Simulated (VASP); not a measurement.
# AlP (scanat) (F-43m) in VASP: single point with r2SCAN

Aim: the single point of AlP (scanat) with r2SCAN.

Program: VASP 6.6.1. These are calculated values, not measurements. Logs are shortened: lines on timing, memory, paths and dates and some standing lists are left out, and cuts for length are marked.

## 1. The cell of the first run

It takes space group F-43m (No. 216, cubic). Conventional cell: a = 5.470 Å, b = 5.470 Å, c = 5.470 Å, α = 90.00°, β = 90.00°, γ = 90.00°. Within 3.1 Å of Al (site symmetry -43m) lie 4 P at 2.37 Å. P (site symmetry -43m) has 4 Al at 2.37 Å within 3.1 Å.

## 2. Single point, r2SCAN

POSCAR

```
AlP
1.0
    0.0000000000      2.7352456927      2.7352456927
    2.7352456927      0.0000000000      2.7352456927
    2.7352456927      2.7352456927      0.0000000000
Al P
1 1
Direct
    0.0000000000      0.0000000000      0.0000000000
    0.2500000000      0.2500000000      0.2500000000
```

INCAR.step1

```
ALGO = Normal ; EDIFF = 1E-5
ENCUT = 550 ; GGA = PE
GGA_COMPAT = False ; ISMEAR = 0
LASPH = True ; LCHARG = False
LREAL = False ; LWAVE = True
NBANDS = 11 ; NELM = 120
PREC = Accurate ; SIGMA = 0.02
```

INCAR.step2

```
ALGO = Normal ; EDIFF = 1E-6
ENCUT = 550 ; GGA_COMPAT = False
ISIF = 2 ; ISMEAR = 0
ISTART = 1 ; LASPH = True
LCHARG = False ; LMIXTAU = True
LREAL = False ; LWAVE = False
METAGGA = R2SCAN ; NBANDS = 11
NELM = 120 ; PREC = Accurate
SIGMA = 0.02
```

KPOINTS

```
k-points
0
Gamma
  8 8 8
```

Potentials or basis: VASP PAW PBE potentials, release 64 (Al, P).

Run with:

```sh
cat potpaw_PBE.64/Al/POTCAR potpaw_PBE.64/P/POTCAR > POTCAR
cp INCAR.step1 INCAR
mpirun -np 1 vasp_std > vasp.out
cp INCAR.step2 INCAR
mpirun -np 1 vasp_std > vasp.out
```

OUTCAR:

```text
EDIFF = 1E-6
   ENCUT = 550
   ISIF = 2
   ISMEAR = 0
   ISTART = 1
   LASPH = True
   LREAL = False
   METAGGA = R2SCAN
   NELM = 120
   PREC = Accurate

 ion  position               nearest neighbor table
   1  0.000  0.000  0.000-   2 2.37   2 2.37   2 2.37   2 2.37
   2  0.250  0.250  0.250-   1 2.37   1 2.37   1 2.37   1 2.37

  LATTYP: Found a face centered cubic cell.
 ALAT       =     5.4704913854

  Lattice vectors:

 A1 = (   0.0000000000,   2.7352456927,   2.7352456927)
 A2 = (   2.7352456927,   0.0000000000,   2.7352456927)
 A3 = (   2.7352456927,   2.7352456927,   0.0000000000)

Analysis of symmetry for initial positions (statically):
=====================================================================
 Subroutine PRICEL returns:
 Original cell was already a primitive cell.

 Routine SETGRP: Setting up the symmetry group for a
 face centered cubic supercell.

 Subroutine GETGRP returns: Found 24 space group operations
 (whereof 24 operations were pure point group operations)
 out of a pool of 48 trial point group operations.

The static configuration has the point symmetry T_d .

Analysis of symmetry for dynamics (positions and initial velocities):
=====================================================================
 Subroutine PRICEL returns:
 Original cell was already a primitive cell.

 Routine SETGRP: Setting up the symmetry group for a
 face centered cubic supercell.

 Subroutine GETGRP returns: Found 24 space group operations
 (whereof 24 operations were pure point group operations)
 out of a pool of 48 trial point group operations.

The dynamic configuration has the point symmetry T_d .

 Subroutine INISYM returns: Found 24 space group operations
 (whereof 24 operations are pure point group operations),
 and found     1 'primitive' translations

----------------------------------------------------------------------------------------

                                     Primitive cell

  volume of cell :      40.9279

  direct lattice vectors                    reciprocal lattice vectors
     0.000000000  2.735245693  2.735245693    -0.182798935  0.182798935  0.182798935
     2.735245693  0.000000000  2.735245693     0.182798935 -0.182798935  0.182798935
     2.735245693  2.735245693  0.000000000     0.182798935  0.182798935 -0.182798935

  length of vectors
     3.868221555  3.868221555  3.868221555     0.316617043  0.316617043  0.316617043

  position of ions in fractional coordinates (direct lattice)
     0.000000000  0.000000000  0.000000000
     0.250000000  0.250000000  0.250000000

  ion indices of the primitive-cell ions
   primitive index   ion index
                 1           1
                 2           2

----------------------------------------------------------------------------------------

 KPOINTS: k-points

Automatic generation of k-mesh.
 Grid dimensions read from file:
 generate k-points for:    8    8    8

 Generating k-lattice:

  Cartesian coordinates                     Fractional coordinates (reciprocal lattice)
    -0.022849867  0.022849867  0.022849867     0.125000000  0.000000000  0.000000000
     0.022849867 -0.022849867  0.022849867     0.000000000  0.125000000  0.000000000
     0.022849867  0.022849867 -0.022849867     0.000000000  0.000000000  0.125000000

  Length of vectors
     0.039577130  0.039577130  0.039577130

  Shift w.r.t. Gamma in fractional coordinates (k-lattice)
     0.000000000  0.000000000  0.000000000

 Subroutine IBZKPT returns following result:
 ===========================================

 Found     29 irreducible k-points:

 Following reciprocal coordinates:
            Coordinates               Weight
  0.000000  0.000000  0.000000      1.000000
  0.125000  0.000000  0.000000      8.000000
  0.250000  0.000000  0.000000      8.000000
  0.375000  0.000000  0.000000      8.000000
  0.500000  0.000000  0.000000      4.000000
  0.125000  0.125000  0.000000      6.000000
[... 16 lines left out ...]
  0.500000  0.250000  0.125000     48.000000
 -0.375000  0.250000  0.125000     24.000000
 [... further k-points ...]
   k-points           NKPTS =     29   k-points in BZ     NKDIM =     29   number of bands    NBANDS=     11
   number of dos      NEDOS =    301   number of ions     NIONS =      2
   total plane-waves  NPLWV =  27000
   dimension x,y,z NGX =    30 NGY =   30 NGZ =   30
   dimension x,y,z NGXF=    60 NGYF=   60 NGZF=   60
   ions per type =               1   1
   NGX,Y,Z   is equivalent  to a cutoff of  12.89, 12.89, 12.89 a.u.
   NGXF,Y,Z  is equivalent  to a cutoff of  25.79, 25.79, 25.79 a.u.
 SYSTEM =  unknown system
   PREC   = accura    normal or accurate (medium, high low for compatibility)
   ISTART =      1    job   : 0-new  1-cont  2-samecut
   ICHARG =      0    charge: 1-file 2-atom 10-const
   ISPIN  =      1    spin polarized calculation?
   LNONCOLLINEAR =      F non collinear calculations
   LSORBIT =      F    spin-orbit coupling
   LASPH  =      T    aspherical Exc in radial PAW
   ENCUT  =  550.0 eV  40.42 Ry    6.36 a.u.   7.40  7.40  7.40*2*pi/ulx,y,z
   NELM   =    120;   NELMIN=  2; NELMDL=  0     # of ELM steps
   EDIFF  = 0.1E-05   stopping-criterion for ELM
   LREAL  =      F    real-space projection
   EDIFFG = 0.1E-04   stopping-criterion for IOM
   NSW    =      0    number of steps for IOM
   IBRION =     -1    ionic relax: 0-MD 1-quasi-New 2-CG
   NFREE  =      0    steps in history (QN), initial steepest desc. (CG)
   ISIF   =      2    stress and relaxation
   ISYM   =      2    0-nonsym 1-usesym 2-fastsym
   POTIM  = 0.5000    time-step for ionic-motion
   TEBEG  =    0.0;   TEEND  =   0.0 temperature during run
   PSTRESS=    0.0 pullay stress
   NELECT =       8.0000    total number of electrons
   NUPDOWN=      -1.0000    fix difference up-down
   EMIN   =  10.00;   EMAX   =-10.00  energy-range for DOS
   EFERMI =   0.00;   METHOD = LEGACY
   ISMEAR =     0;   SIGMA  =   0.02  broadening in eV -4-tet -1-fermi 0-gaus
   EFERMI_NEDOS =   21; number of points for ismear=-14 and -15
   IALGO  =     38    algorithm
   IMIX   =      4    mixing-type and parameters
     AMIX     =   0.40;   BMIX     =  1.00
     AMIX_MAG =   1.60;   BMIX_MAG =  1.00
  volume/ion in A,a.u.               =      20.46       138.10
  Fermi-wavevector in a.u.,A,eV,Ry     =   0.950091  1.795411 12.281608  0.902673
  Thomas-Fermi vector in A             =   2.078435
   LORBIT       =      0    0 simple, 1 ext, 2 COOP (PROOUT), +10 PAW based schemes
   METAGGA = R2SCAN    functional components
   LHFCALC =     F    Hartree Fock is set to
   AEXX    =    0.0000 exact exchange contribution
   IVDW    =     0    specifies the selected vdW correction
   LEPSILON=     F    determine dielectric tensor
   LRPA    =     F    only Hartree local field effects (RPA)
 non-spin polarized calculation
 Gauss-broadening in eV      SIGMA  =   0.02
  energy-cutoff  :      550.00
  volume of cell :       40.93
 maximum number of plane-waves:      1243
 NGX is ok and might be reduce to    30
   NGX = 15   NGY = 15   NGZ = 15

 number of electron       7.9999999 magnetization

 Free energy of the ion-electron system (eV)
  ---------------------------------------------------
  ext. energy  EPLUGINS =         0.00000000
  ---------------------------------------------------
  free energy    TOTEN  =       -17.20961180 eV

  energy without entropy =      -17.20961180  energy(sigma->0) =      -17.20961180

 E-fermi :   4.4870     XC(G=0):  -9.6080

 val. band max:        4.3545287740   @ k =   0.0000   0.0000   0.0000
 cond. band min:       6.2751536923   @ k =   0.5000   0.5000   0.0000
 fundamental gap:      1.9206249183
 Fermi energy:         4.4870489133

 k-point     1 :       0.0000    0.0000    0.0000
  band No.  band energies     occupation
      1      -7.6008      2.00000
      2       4.3545      2.00000
      3       4.3545      2.00000
      4       4.3545      2.00000
      5       8.3046      0.00000
      6       9.3224      0.00000
      7       9.3224      0.00000
      8       9.3224      0.00000
      9      13.6584      0.00000
     10      13.6584      0.00000
     11      15.5098      0.00000

 k-point     2 :       0.1250    0.0000    0.0000
  band No.  band energies     occupation
      1      -7.4220      2.00000
      2       3.1432      2.00000
      3       4.2032      2.00000
      4       4.2032      2.00000
      5       8.6163      0.00000
      6       9.6177      0.00000
      7       9.6177      0.00000
      8       9.9579      0.00000
      9      13.1792      0.00000
     10      13.1792      0.00000
     11      16.1256      0.00000

 k-point     3 :       0.2500    0.0000    0.0000
  band No.  band energies     occupation
      1      -6.9197      2.00000
      2       1.1408      2.00000
      3       3.9001      2.00000
      4       3.9001      2.00000
      5       8.1832      0.00000
      6       9.9316      0.00000
      7       9.9316      0.00000
      8      11.9215      0.00000
      9      13.1860      0.00000
     10      13.1860      0.00000
     11      15.4957      0.00000

 k-point     4 :       0.3750    0.0000    0.0000
  band No.  band energies     occupation
      1      -6.2479      2.00000
      2      -0.5574      2.00000
      3       3.6555      2.00000
      4       3.6555      2.00000
      5       7.7973      0.00000
      6       9.7265      0.00000
      7       9.7265      0.00000
      8      13.1894      0.00000
      9      14.6599      0.00000
     10      14.6599      0.00000
     11      15.8092      0.00000
[... 239 lines left out ...]
 k-point    22 :       0.3750    0.2500    0.1250
  band No.  band energies     occupation
      1      -6.4948      2.00000
      2       0.8121      2.00000
      3       2.4265      2.00000
      4       3.4231      2.00000
      5       8.6176      0.00000
      6       9.6919      0.00000
      7      10.2592      0.00000
      8      11.6900      0.00000
      9      13.2955      0.00000
     10      15.8390      0.00000
     11      18.1295      0.00000

 k-point    23 :       0.5000    0.2500    0.1250
  band No.  band energies     occupation
      1      -5.8806      2.00000
      2      -0.3389      2.00000
      3       1.8534      2.00000
      4       3.0304      2.00000
      5       8.7223      0.00000
      6       9.6171      0.00000
      7      10.9008      0.00000
      8      11.9969      0.00000
      9      14.4858      0.00000
     10      16.4828      0.00000
     11      17.9464      0.00000

 k-point    24 :      -0.3750    0.2500    0.1250
  band No.  band energies     occupation
      1      -5.5468      2.00000
      2      -0.9160      2.00000
      3       1.7187      2.00000
      4       2.8370      2.00000
      5       8.7160      0.00000
      6       9.3449      0.00000
      7      11.7701      0.00000
      8      12.6189      0.00000
      9      14.0180      0.00000
     10      16.5607      0.00000
     11      17.8840      0.00000

 [... further k-points ...]
[... 5 lines left out ...]
  --------------------------------------------------------------------------------------
  -------------------------------------------------------------------------------------
  Total        0.0257683      0.0257683      0.0257683      0.0000000      0.0000000      0.0000000
  in kB        1.0087350      1.0087350      1.0087350      0.0000000      0.0000000      0.0000000
  external PRESSURE =       1.0087350 kB  Pullay stress =       0.0000000 kB

 VOLUME and BASIS-vectors are now :
 -----------------------------------------------------------------------------
  energy-cutoff  :      550.00
  volume of cell :       40.93
      direct lattice vectors                 reciprocal lattice vectors
     0.000000000  2.735245693  2.735245693    -0.182798935  0.182798935  0.182798935
     2.735245693  0.000000000  2.735245693     0.182798935 -0.182798935  0.182798935
     2.735245693  2.735245693  0.000000000     0.182798935  0.182798935 -0.182798935

 POSITION                                       TOTAL-FORCE (eV/Angst)
 -----------------------------------------------------------------------------------
      0.00000      0.00000      0.00000         0.000000      0.000000      0.000000
      1.36762      1.36762      1.36762        -0.000000     -0.000000     -0.000000
 -----------------------------------------------------------------------------------
    total drift:                               -0.000000     -0.000000     -0.000000

  FREE ENERGIE OF THE ION-ELECTRON SYSTEM (eV)
  ---------------------------------------------------
  free  energy   TOTEN  =       -17.2096118005 eV

  energy  without entropy=      -17.2096118005  energy(sigma->0) =      -17.20961180
```

Run time: 48 s. Hardware: 1 thread of Intel Xeon Platinum 8488C (Sapphire Rapids), shared host; peak memory 0.17 GiB.

What came out:

| Quantity | Value |
| --- | --- |
| Free energy | -17.2096 eV |
| Pressure | 0.1 GPa |
| Band gap on the k mesh | 1.92 eV, indirect (least direct gap 3.95 eV) |

Caveat: the PAW data sets were made with another functional, which shifts forces and pressure a little.
